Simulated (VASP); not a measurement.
Set up this calculation in VASP 6.6.1, as the native input.

- Task: single point
- Functional: PBE
- Potentials or basis: VASP PAW PBE potentials, release 64 (Zn, O_h)
- Cutoff: 1340 eV
- k mesh: 12 × 12 × 6
- Occupations: gaussian, width 0.05 eV
- Spin: no spin polarisation
- Dipole correction: no
- Further INCAR settings: ALGO = Normal; EDIFF = 1e-06; NBANDS = 26

The structure of ZnO lies in POSCAR:

```
ZnO
1.0
    3.1969799007      0.0000000000      0.0000000000
   -1.5984899503      2.7686658094      0.0000000000
    0.0000000000      0.0000000000      5.3758457155
Zn O
2 2
Direct
    0.3333333333      0.6666666667      0.0000000000
    0.6666666667      0.3333333333      0.5000000000
    0.3333333333      0.6666666667      0.3821000000
    0.6666666667      0.3333333333      0.8821000000
```

This cell differs from its parent crystal: ratio of the length along z to the lengths across it x 1.05, volume and fractional coordinates fixed.

One way to write it, as run:

INCAR

```
SYSTEM = ZnO
  ALGO = Normal
  EDIFF = 1E-6
  ENCUT = 1340
  GGA = PE
  GGA_COMPAT = .FALSE.
  ISIF = 2
  ISMEAR = 0
  LASPH = .TRUE.
  LCHARG = .TRUE.
  LELF = .TRUE.
  LREAL = .FALSE.
  LVHAR = .TRUE.
  LWAVE = .FALSE.
  NBANDS = 26
  NELM = 120
  PREC = Accurate
  SIGMA = 0.05
```

KPOINTS

```
k-points
0
G
  12 12 6
  0 0 0
```

Potentials or basis: VASP PAW PBE potentials, release 64 (Zn, O_h).

Command:

```bash
$ cat potpaw_PBE.64/Zn/POTCAR potpaw_PBE.64/O_h/POTCAR > POTCAR
$ mpirun -np 1 vasp_std > vasp.out
```

Results of the run:

```
Pressure               : 6.5 GPa
Largest force          : 0.422 eV/Å
Band gap on the k mesh : 0.72 eV
```

Caveat: the stress differs along the axes, from -1 to 10 GPa; semilocal functionals underestimate gaps, and a narrow one can read as zero.

It took 4.6 min on 1 thread of AMD EPYC 7R13 Processor (Zen 3) (shared host), peak memory 0.49 GiB.
